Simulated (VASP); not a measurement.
# Co (Fm-3m) in VASP: a series of runs

The runs below take Co through single point, relaxation of cell and atoms, with PBEsol.

Program: VASP 6.6.1. These are calculated values, not measurements. Logs are shortened: lines on timing, memory, paths and dates and some standing lists are left out, and cuts for length are marked.

## Step 1: The cell of the first run

Symmetry: Fm-3m, No. 225, cubic system. Conventional cell: a = 3.551 Å, b = 3.551 Å, c = 3.551 Å, α = 90.00°, β = 90.00°, γ = 90.00°. Co (site symmetry m-3m) has 12 Co at 2.51 Å within 3.3 Å.

## Step 2: Single point, PBEsol, collinear spin, ferromagnetic start

File INCAR:

```
PREC = Accurate
ENCUT = 520
EDIFF = 1E-6
ISMEAR = 0
SIGMA = 0.1
LREAL = F
LASPH = T
NELM = 150
ALGO = Fast
ISIF = 2
LWAVE = F
LCHARG = T
ISPIN = 2
MAGMOM = 3
LORBIT = 11
LMAXMIX = 4
GGA = PS
LELF = T
LVHAR = T
NBANDS = 14
```

File KPOINTS:

```
regular mesh
0
Gamma
  8 8 8
```

File POSCAR:

```
Co
1.0
    0.0000000000      1.7753339114      1.7753339114
    1.7753339114      0.0000000000      1.7753339114
    1.7753339114      1.7753339114      0.0000000000
Co
1
Direct
    0.0000000000      0.0000000000      0.0000000000
```

Potentials or basis: VASP PAW PBE potentials, release 64 (Co).

Run with:

```console
cat potpaw_PBE.64/Co/POTCAR > POTCAR
mpirun -np 1 vasp_std > vasp.out
```

OUTCAR:

```text
PREC = Accurate
   ENCUT = 520
   EDIFF = 1E-6
   ISMEAR = 0
   LREAL = F
   LASPH = T
   NELM = 150
   ISIF = 2
   ISPIN = 2
   LORBIT = 11
   GGA = PS

 ion  position               nearest neighbor table
   1  0.000  0.000  0.000-

  LATTYP: Found a face centered cubic cell.
 ALAT       =     3.5506678228

  Lattice vectors:

 A1 = (   0.0000000000,   1.7753339114,   1.7753339114)
 A2 = (   1.7753339114,   0.0000000000,   1.7753339114)
 A3 = (   1.7753339114,   1.7753339114,   0.0000000000)

Analysis of symmetry for initial positions (statically):
=====================================================================
 Subroutine PRICEL returns:
 Original cell was already a primitive cell.

 Routine SETGRP: Setting up the symmetry group for a
 face centered cubic supercell.

 Subroutine GETGRP returns: Found 48 space group operations
 (whereof 48 operations were pure point group operations)
 out of a pool of 48 trial point group operations.

The static configuration has the point symmetry O_h .

Analysis of symmetry for dynamics (positions and initial velocities):
=====================================================================
 Subroutine PRICEL returns:
 Original cell was already a primitive cell.

 Routine SETGRP: Setting up the symmetry group for a
 face centered cubic supercell.

 Subroutine GETGRP returns: Found 48 space group operations
 (whereof 48 operations were pure point group operations)
 out of a pool of 48 trial point group operations.

The dynamic configuration has the point symmetry O_h .

Analysis of structural, dynamic, and magnetic symmetry:
=====================================================================
 Subroutine PRICEL returns:
 Original cell was already a primitive cell.

 Routine SETGRP: Setting up the symmetry group for a
 face centered cubic supercell.

 Subroutine GETGRP returns: Found 48 space group operations
 (whereof 48 operations were pure point group operations)
 out of a pool of 48 trial point group operations.

The overall configuration has the point symmetry O_h .

 Subroutine INISYM returns: Found 48 space group operations
 (whereof 48 operations are pure point group operations),
 and found     1 'primitive' translations

----------------------------------------------------------------------------------------

                                     Primitive cell

  volume of cell :      11.1910

  direct lattice vectors                    reciprocal lattice vectors
     0.000000000  1.775333911  1.775333911    -0.281637160  0.281637160  0.281637160
     1.775333911  0.000000000  1.775333911     0.281637160 -0.281637160  0.281637160
     1.775333911  1.775333911  0.000000000     0.281637160  0.281637160 -0.281637160

  length of vectors
[... 119 lines left out ...]
 number of electron       9.0000003 magnetization       1.6993100

 Free energy of the ion-electron system (eV)
  ---------------------------------------------------
  ext. energy  EPLUGINS =         0.00000000
  ---------------------------------------------------
  free energy    TOTEN  =        -7.68323629 eV

  energy without entropy =       -7.67535006  energy(sigma->0) =       -7.67929318

 E-fermi :   9.7142     XC(G=0): -13.3981

 val. band max:        9.6986701806   @ k =  -0.1250   0.1250   0.0000
 cond. band min:       9.7273423819   @ k =   0.1250   0.1250   0.0000
 fundamental gap:      0.0286722013
 Fermi energy:         9.7141958018

 spin component 1

 k-point     1 :       0.0000    0.0000    0.0000
  band No.  band energies     occupation
      1       0.8294      1.00000
      2       7.0477      1.00000
      3       7.0477      1.00000
      4       7.0477      1.00000
      5       8.0364      1.00000
      6       8.0364      1.00000
      7      32.4426      0.00000
      8      36.5542      0.00000
      9      36.5542      0.00000
     10      36.5542      0.00000
     11      39.6080      0.00000
     12      39.6080      0.00000
     13      39.6080      0.00000
     14      42.3410      0.00000
[... 379 lines left out ...]
      3       7.0047      1.00000
      4       7.5473      1.00000
      5       8.8439      1.00000
      6      13.0261      0.00000
      7      15.9218      0.00000
      8      25.3861      0.00000
      9      26.4307      0.00000
     10      34.7913      0.00000
     11      38.8600      0.00000
     12      45.8035      0.00000
     13      48.4856      0.00000
     14      48.7134      0.00000

 [... further k-points ...]

 spin component 2

 k-point     1 :       0.0000    0.0000    0.0000
  band No.  band energies     occupation
      1       0.9255      1.00000
      2       8.6650      1.00000
      3       8.6650      1.00000
      4       8.6650      1.00000
      5      10.0458      0.00000
      6      10.0458      0.00000
      7      32.2496      0.00000
      8      36.7630      0.00000
      9      36.7630      0.00000
     10      36.7630      0.00000
     11      39.9975      0.00000
     12      39.9975      0.00000
     13      39.9975      0.00000
     14      42.0790      0.00000
[... 379 lines left out ...]
      3       8.3019      1.00000
      4       9.3698      1.00000
      5      10.7347      0.00000
      6      13.9104      0.00000
      7      16.8170      0.00000
      8      25.7915      0.00000
      9      26.8756      0.00000
     10      34.9463      0.00000
     11      39.1690      0.00000
     12      45.9337      0.00000
     13      48.8102      0.00000
     14      49.6472      0.00000

 [... further k-points ...]
[... 5 lines left out ...]
  --------------------------------------------------------------------------------------
  -------------------------------------------------------------------------------------
  Total       -1.0262180     -1.0262180     -1.0262180     -0.0000000      0.0000000      0.0000000
  in kB     -146.9197153   -146.9197153   -146.9197153     -0.0000000      0.0000000      0.0000000
  external PRESSURE =    -146.9197153 kB  Pullay stress =       0.0000000 kB

 VOLUME and BASIS-vectors are now :
 -----------------------------------------------------------------------------
  energy-cutoff  :      520.00
  volume of cell :       11.19
      direct lattice vectors                 reciprocal lattice vectors
     0.000000000  1.775333911  1.775333911    -0.281637160  0.281637160  0.281637160
     1.775333911  0.000000000  1.775333911     0.281637160 -0.281637160  0.281637160
     1.775333911  1.775333911  0.000000000     0.281637160  0.281637160 -0.281637160

 POSITION                                       TOTAL-FORCE (eV/Angst)
 -----------------------------------------------------------------------------------
      0.00000      0.00000      0.00000         0.000000      0.000000      0.000000
 -----------------------------------------------------------------------------------
    total drift:                                0.000000      0.000000      0.000000

  FREE ENERGIE OF THE ION-ELECTRON SYSTEM (eV)
  ---------------------------------------------------
  free  energy   TOTEN  =        -7.6832362931 eV

  energy  without entropy=       -7.6753500627  energy(sigma->0) =       -7.67929318

 total charge

# of ion       s       p       d       tot
------------------------------------------
    1        0.479   0.504   7.227   8.209

 magnetization (x)

# of ion       s       p       d       tot
------------------------------------------
    1       -0.010  -0.041   1.765   1.714
```

Wall time 8.3 s (1 thread of Intel Xeon Platinum 8488C (Sapphire Rapids), shared host); peak memory 0.13 GiB.

Results:

```
Free energy                                           : -7.6832 eV
Pressure                                              : -14.7 GPa
Net moment                                            : 1.70 μB per cell
Site moments                                          : Co +1.71 μB
Valence electrons inside the program's atomic spheres : Co 8.21
```

Levels at points of the mesh, in eV from the Fermi level:
Spin up:
```
           k point  band 1  band 2  band 3  band 4  band 5  band 6  band 7  band 8  band 9  band 10
(0.00, 0.00, 0.00)   -8.88   -2.67   -2.67   -2.67   -1.68   -1.68   22.73   26.84   26.84    26.84
(0.50, 0.00, 0.00)   -5.09   -2.80   -2.80   -0.81   -0.81   -0.32    5.84   21.31   24.27    24.27
(0.50, 0.50, 0.00)   -5.14   -4.53   -0.93   -0.56   -0.56    2.41    9.23   14.52   14.52    19.47
```
Spin down:
```csv
k point,band 1,band 2,band 3,band 4,band 5,band 6,band 7,band 8,band 9
"(0.00, 0.00, 0.00)",-8.79,-1.05,-1.05,-1.05,0.33,0.33,22.54,27.05,27.05
"(0.50, 0.00, 0.00)",-4.12,-1.06,-1.06,-0.27,1.13,1.13,6.90,21.12,24.63
"(0.50, 0.50, 0.00)",-3.91,-3.21,1.17,1.30,1.30,2.50,10.20,14.74,14.74
```

Caveat: the k points lie up to 0.38 Å⁻¹ apart; the PAW data sets were made with another functional, which shifts forces and pressure a little.

## Step 3: Single point, PBEsol, collinear spin, ferromagnetic start

This run uses another cell than the first one, of 10.48 Å³/atom, 0.936 times its volume.

File INCAR:

```
SYSTEM = Co
ALGO     = Normal         ! electronic algorithm
EDIFF    = 1E-6           ! SCF threshold, eV
ENCUT    = 520            ! plane-wave cutoff, eV
GGA      = PS             ! functional
ISIF     = 2              ! what is computed and relaxed
ISMEAR   = 0              ! smearing method
ISPIN    = 2              ! spin polarisation
LASPH    = .True.         ! aspherical terms in the spheres
LCHARG   = .False.        ! write CHGCAR
LMAXMIX  = 4              ! l up to which the mixer works
LORBIT   = 11             ! projections on sites
LREAL    = .False.        ! projectors in reciprocal space
LWAVE    = .False.        ! write WAVECAR
MAGMOM   = 1.94           ! initial moments
NBANDS   = 14             ! bands
NELM     = 150            ! most SCF steps
PREC     = Accurate       ! precision mode
SIGMA    = 0.1            ! smearing width, eV
```

File KPOINTS:

```
k-points
0
Gamma
  10 10 10
  0 0 0
```

File POSCAR:

```
Co
1.0
    0.0000000000      1.7367745623      1.7367745623
    1.7367745623      0.0000000000      1.7367745623
    1.7367745623      1.7367745623      0.0000000000
Co
1
Direct
    0.0000000000      0.0000000000      0.0000000000
```

Potentials or basis: VASP PAW PBE potentials, release 64 (Co).

Run with:

```console
cat potpaw_PBE.64/Co/POTCAR > POTCAR
mpirun -np 1 vasp_std > vasp.out
```

Wall time 9.3 s (1 thread of Intel Xeon Platinum 8488C (Sapphire Rapids), shared host); peak memory 0.13 GiB.

Results (log left out):

* Free energy: -7.7191 eV
* Pressure: -1.1 GPa
* Net moment: 1.67 μB per cell
* Site moments: Co +1.67 μB
* Valence electrons inside the program's atomic spheres: Co 8.34

Levels at points of the mesh, in eV from the Fermi level:
Spin up:
| k point | band 1 | band 2 | band 3 | band 4 | band 5 | band 6 | band 7 | band 8 | band 9 | band 10 |
| --- | --- | --- | --- | --- | --- | --- | --- | --- | --- | --- |
| (0.00, 0.00, 0.00) | -9.28 | -2.77 | -2.77 | -2.77 | -1.63 | -1.63 | 23.27 | 27.90 | 27.90 | 27.90 |
| (0.50, 0.00, 0.00) | -5.41 | -2.89 | -2.89 | -0.70 | -0.70 | -0.37 | 6.41 | 21.83 | 25.46 | 25.46 |
| (0.50, 0.50, 0.00) | -5.48 | -4.83 | -0.79 | -0.43 | -0.43 | 2.52 | 9.92 | 15.19 | 15.19 | 20.38 |
Spin down:
| k point | band 1 | band 2 | band 3 | band 4 | band 5 | band 6 | band 7 | band 8 |
| --- | --- | --- | --- | --- | --- | --- | --- | --- |
| (0.00, 0.00, 0.00) | -9.18 | -1.16 | -1.16 | -1.16 | 0.32 | 0.32 | 23.10 | 28.09 |
| (0.50, 0.00, 0.00) | -4.44 | -1.20 | -1.20 | -0.31 | 1.22 | 1.22 | 7.48 | 21.66 |
| (0.50, 0.50, 0.00) | -4.30 | -3.53 | 1.25 | 1.43 | 1.43 | 2.63 | 10.89 | 15.42 |

Caveat: the PAW data sets were made with another functional, which shifts forces and pressure a little.

(Part 1 of 3 ends here.)
